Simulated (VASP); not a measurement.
# Pt (P-3m1) in VASP: single point with PBE

Aim: the single point of Pt with PBE.

All numbers are computed with VASP 6.6.1; they aren't measurements. Logs are shortened: lines on timing, memory, paths and dates and some standing lists are left out, and cuts for length are marked.

### Step 1. The cell of the first run

Symmetry: P-3m1, No. 164, trigonal system. Conventional cell: a = 2.769 Å, b = 2.769 Å, c = 14.065 Å, α = 90.00°, β = 90.00°, γ = 120.00°. Pt (site symmetry 3m) has 12 Pt at 2.77 to 3.19 Å within 3.6 Å. Pt (site symmetry 3m) has 12 Pt at 2.77 Å within 3.6 Å. Within 3.6 Å of Pt (site symmetry 3m) lie 12 Pt at 2.77 Å.

### Step 2. Single point, PBE (the distance across one plane changed)

Contents of INCAR:

```
  ALGO = Fast
  EDIFF = 1E-6
  ENCUT = 520
  GGA = PE
  ISIF = 2
  ISMEAR = 0
  LASPH = T
  LCHARG = F
  LREAL = F
  LWAVE = F
  NBANDS = 39
  NELM = 60
  PREC = Accurate
  SIGMA = 0.15
```

Contents of KPOINTS:

```
k-points
0
Gamma
  19 19 4
```

Contents of POSCAR:

```
Pt
1.0
    1.9579000000     -1.9579000000      0.0000000000
    1.9579000000      0.0000000000     -1.9579000000
    8.1202751346      8.1202751346      8.1202751346
Pt
6
Direct
    0.6666666667      0.6666666667      0.0803547658
    0.0000000000      0.0000000000      0.8840631655
    0.3333333333      0.3333333333      0.2410964457
    0.6666666667      0.6666666667      0.5625798056
    0.0000000000      0.0000000000      0.4018381257
    0.3333333333      0.3333333333      0.7233214855
```

Potentials or basis: VASP PAW PBE potentials, release 64 (Pt).

The run is started by

```
> cat potpaw_PBE.64/Pt/POTCAR > POTCAR
> mpirun -np 1 vasp_std > vasp.out
```

OUTCAR:

```text
EDIFF = 1E-6
   ENCUT = 520
   GGA = PE
   ISIF = 2
   ISMEAR = 0
   LASPH = T
   LREAL = F
   NELM = 60
   PREC = Accurate

 ion  position               nearest neighbor table
   1  0.667  0.667  0.080-   3 2.77   3 2.77   3 2.77   2 3.19   2 3.19   2 3.19
   2  0.000  0.000  0.884-   6 2.77   6 2.77   6 2.77   1 3.19   1 3.19   1 3.19
   3  0.333  0.333  0.241-   1 2.77   1 2.77   1 2.77   5 2.77   5 2.77   5 2.77
   4  0.667  0.667  0.563-   6 2.77   6 2.77   5 2.77   5 2.77   5 2.77   6 2.77
   5  0.000  0.000  0.402-   4 2.77   4 2.77   4 2.77   3 2.77   3 2.77   3 2.77
   6  0.333  0.333  0.723-   4 2.77   4 2.77   4 2.77   2 2.77   2 2.77   2 2.77

  LATTYP: Found a hexagonal cell.
 ALAT       =     2.7688887338
 C/A-ratio  =     5.0795573448

  Lattice vectors:

 A1 = (  -1.9579000000,   0.0000000000,   1.9579000000)
 A2 = (   1.9579000000,  -1.9579000000,  -0.0000000000)
 A3 = (   8.1202751346,   8.1202751346,   8.1202751346)

Analysis of symmetry for initial positions (statically):
=====================================================================
 Subroutine PRICEL returns:
 Original cell was already a primitive cell.

 Routine SETGRP: Setting up the symmetry group for a
 hexagonal supercell.

 Subroutine GETGRP returns: Found 12 space group operations
 (whereof  6 operations were pure point group operations)
 out of a pool of 24 trial point group operations.

The static configuration has the point symmetry C_3v.
 The point group associated with its full space group is D_3d.

Analysis of symmetry for dynamics (positions and initial velocities):
=====================================================================
 Subroutine PRICEL returns:
 Original cell was already a primitive cell.

 Routine SETGRP: Setting up the symmetry group for a
 hexagonal supercell.

 Subroutine GETGRP returns: Found 12 space group operations
 (whereof  6 operations were pure point group operations)
 out of a pool of 24 trial point group operations.

The dynamic configuration has the point symmetry C_3v.
 The point group associated with its full space group is D_3d.

 Subroutine INISYM returns: Found 12 space group operations
 (whereof  6 operations are pure point group operations),
 and found     1 'primitive' translations

----------------------------------------------------------------------------------------

                                     Primitive cell
[... 102 lines left out ...]
   NSW    =      0    number of steps for IOM
   IBRION =     -1    ionic relax: 0-MD 1-quasi-New 2-CG
   NFREE  =      0    steps in history (QN), initial steepest desc. (CG)
   ISIF   =      2    stress and relaxation
   ISYM   =      2    0-nonsym 1-usesym 2-fastsym
   POTIM  = 0.5000    time-step for ionic-motion
   TEBEG  =    0.0;   TEEND  =   0.0 temperature during run
   PSTRESS=    0.0 pullay stress
   NELECT =      60.0000    total number of electrons
   NUPDOWN=      -1.0000    fix difference up-down
   EMIN   =  10.00;   EMAX   =-10.00  energy-range for DOS
   EFERMI =   0.00;   METHOD = LEGACY
   ISMEAR =     0;   SIGMA  =   0.15  broadening in eV -4-tet -1-fermi 0-gaus
   EFERMI_NEDOS =   21; number of points for ismear=-14 and -15
   IALGO  =     68    algorithm
   IMIX   =      4    mixing-type and parameters
     AMIX     =   0.40;   BMIX     =  1.00
     AMIX_MAG =   1.60;   BMIX_MAG =  1.00
  volume/ion in A,a.u.               =      15.56       105.03
  Fermi-wavevector in a.u.,A,eV,Ry     =   1.412649  2.669519 27.151473  1.995577
  Thomas-Fermi vector in A             =   2.534376
   LORBIT       =      0    0 simple, 1 ext, 2 COOP (PROOUT), +10 PAW based schemes
   GGA     = PE    functional components
   LHFCALC =     F    Hartree Fock is set to
   AEXX    =    0.0000 exact exchange contribution
   IVDW    =     0    specifies the selected vdW correction
   LEPSILON=     F    determine dielectric tensor
   LRPA    =     F    only Hartree local field effects (RPA)
 non-spin polarized calculation
 RMM-DIIS sequential band-by-band and
 Gauss-broadening in eV      SIGMA  =   0.15
  energy-cutoff  :      520.00
  volume of cell :       93.38
 maximum number of plane-waves:      2535
 NGX is ok and might be reduce to    24
   NGX = 11   NGY = 11   NGZ = 53

 number of electron      60.0000005 magnetization

 Free energy of the ion-electron system (eV)
  ---------------------------------------------------
  ext. energy  EPLUGINS =         0.00000000
  ---------------------------------------------------
  free energy    TOTEN  =       -36.25318226 eV

  energy without entropy =      -36.12198700  energy(sigma->0) =      -36.18758463

 E-fermi :  10.6806     XC(G=0): -13.2801

 val. band max:       10.6798860605   @ k =   0.0526   0.0000   0.0000
 cond. band min:      10.6812955290   @ k =   0.2105   0.0000   0.0000
 fundamental gap:      0.0014094685
 Fermi energy:        10.6806347180

 k-point     1 :       0.0000    0.0000    0.0000
  band No.  band energies     occupation
      1       0.6230      2.00000
      2       1.4765      2.00000
      3       1.9982      2.00000
      4       3.1886      2.00000
      5       3.3104      2.00000
      6       3.5314      2.00000
[... 997 lines left out ...]
     38      18.1328      0.00000
     39      19.2611      0.00000

 [... further k-points ...]

------------------------ aborting loop because EDIFF is reached ----------------------------------------

  FORCE on cell =-STRESS in cart. coord.  units (eV):
  Direction    XX          YY          ZZ          XY          YZ          ZX
  --------------------------------------------------------------------------------------
  -------------------------------------------------------------------------------------
  Total        2.9452678      2.9452678      2.9452678     -0.4620145     -0.4620145     -0.4620145
  in kB       50.5315199     50.5315199     50.5315199     -7.9267141     -7.9267141     -7.9267141
  external PRESSURE =      50.5315199 kB  Pullay stress =       0.0000000 kB

 VOLUME and BASIS-vectors are now :
 -----------------------------------------------------------------------------
  energy-cutoff  :      520.00
  volume of cell :       93.38
      direct lattice vectors                 reciprocal lattice vectors
     1.957900000 -1.957900000  0.000000000     0.170250438 -0.340500877  0.170250438
     1.957900000  0.000000000 -1.957900000     0.170250438  0.170250438 -0.340500877
     8.120275135  8.120275135  8.120275135     0.041049512  0.041049512  0.041049512

 POSITION                                       TOTAL-FORCE (eV/Angst)
 -----------------------------------------------------------------------------------
      3.26304     -0.65276     -0.65276        -0.851335     -0.851335     -0.851335
      7.17884      7.17884      7.17884         0.851335      0.851335      0.851335
      3.26304      1.30514      1.30514         0.044357      0.044357      0.044357
      7.17884      3.26304      3.26304         0.011126      0.011126      0.011126
      3.26304      3.26304      3.26304        -0.011126     -0.011126     -0.011126
      7.17884      5.22094      5.22094        -0.044357     -0.044357     -0.044357
 -----------------------------------------------------------------------------------
    total drift:                               -0.000005     -0.000005     -0.000005

  FREE ENERGIE OF THE ION-ELECTRON SYSTEM (eV)
  ---------------------------------------------------
  free  energy   TOTEN  =       -36.2531822551 eV

  energy  without entropy=      -36.1219869955  energy(sigma->0) =      -36.18758463
```

OSZICAR:

```text
N       E                     dE             d eps       ncg     rms          rms(c)
DAV:   1     0.383529013110E+03    0.38353E+03   -0.30946E+04 11700   0.149E+03
DAV:   2    -0.264800116383E+02   -0.41001E+03   -0.38758E+03 12752   0.330E+02
DAV:   3    -0.384249963235E+02   -0.11945E+02   -0.11600E+02 13354   0.550E+01
[... 12 lines left out ...]
RMM:  16    -0.362531822149E+02    0.97171E-04   -0.72725E-05 12908   0.302E-02    0.181E-02
RMM:  17    -0.362531817319E+02    0.48293E-06   -0.11227E-05 11165   0.119E-02    0.682E-03
RMM:  18    -0.362531846744E+02   -0.29425E-05   -0.57134E-06 10461   0.959E-03    0.184E-02
RMM:  19    -0.362531821889E+02    0.24855E-05   -0.13946E-06  7319   0.554E-03    0.144E-03
RMM:  20    -0.362531822551E+02   -0.66220E-07   -0.17516E-07  5862   0.174E-03
   1 F= -.36253182E+02 E0= -.36187585E+02  d E =-.131195E+00
```

stdout:

```text
POSCAR found type information on POSCAR Pt
 POSCAR found :  1 types and       6 ions
 scaLAPACK will be used
 LDA part: xc-table for (Slater+PW92), standard interpolation
 POSCAR, INCAR and KPOINTS ok, starting setup
 FFT: planning ... GRIDC
 FFT: planning ... GRID_SOFT
 FFT: planning ... GRID
 WAVECAR not read
 entering main loop
```

Wall time 9.7 min (1 thread of Intel Xeon Platinum 8488C (Sapphire Rapids), shared host); peak memory 0.51 GiB.

Results:

* Free energy: -36.2532 eV
* Pressure: 5.1 GPa
* Largest force: 1.475 eV/Å
* Band gap on the k mesh: zero (bands 30 and 31 overlap by 1.48 eV)

Forces on the atoms (eV/Å):
```
Pt  -0.851 -0.851 -0.851
Pt   0.851  0.851  0.851
Pt   0.044  0.044  0.044
Pt   0.011  0.011  0.011
Pt  -0.011 -0.011 -0.011
Pt  -0.044 -0.044 -0.044
```

Levels at points of the mesh, in eV from the Fermi level:
| k point | band 29 | band 30 | band 31 | band 32 | band 33 | band 34 |
| --- | --- | --- | --- | --- | --- | --- |
| (0.00, 0.00, 0.00) | -1.41 | -0.82 | -0.82 | -0.55 | -0.50 | -0.50 |
| (0.00, 0.00, 0.50) | -1.37 | -1.37 | -1.01 | -1.01 | -0.26 | -0.26 |

Caveat: the cell differs from its parent crystal (the distance across one plane changed); the cell stands under pressure; spin-orbit coupling is left out, which moves the levels of the heavy elements; forces of over 1 eV/Å act on the atoms, so gaps and moduli don't describe the material at rest.
